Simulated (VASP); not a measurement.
A run of VASP 6.6.1:

File INCAR:

```
PREC = Accurate
ENCUT = 600
EDIFF = 1E-6
ISMEAR = 0
SIGMA = 0.1
LREAL = False
LASPH = True
NELM = 200
ALGO = Normal
ISIF = 2
LWAVE = False
LCHARG = False
LDAU = True
LDAUTYPE = 2
LDAUL = -1 1
LDAUU = 0 2
LDAUJ = 0 0
LDAUPRINT = 1
GGA = RP
NBANDS = 20
GGA_COMPAT = False
```

The input KPOINTS:

```
regular mesh
0
Gamma
  2 2 2
```

The input POSCAR:

```
PbO2
1.0
    0.0000000000      2.7019920000      2.7019920000
    2.7019920000      0.0000000000      2.7019920000
    2.7019920000      2.7019920000      0.0000000000
Pb O
1 2
Direct
    0.0000000000      0.0000000000      0.0000000000
    0.2500000000      0.2500000000      0.2500000000
    0.7500000000      0.7500000000      0.7500000000
```

Potentials or basis: VASP PAW PBE potentials, release 64 (Pb_d, O).

The run is started by

```bash
$ cat potpaw_PBE.64/Pb_d/POTCAR potpaw_PBE.64/O/POTCAR > POTCAR
$ mpirun -np 1 vasp_std > vasp.out
```

Hardware: 1 thread of Intel(R) Xeon(R) Platinum 8259CL CPU @ 2.50GHz (Skylake/Cascade Lake), on a shared host.

**Question.** Estimate the wall time of this run.

**Answer.** Wall time 7.3 s on 1 thread of Intel(R) Xeon(R) Platinum 8259CL CPU @ 2.50GHz (Skylake/Cascade Lake), with other jobs on the host, peak memory 0.17 GiB. Counts: scf iterations 14, k points 3.
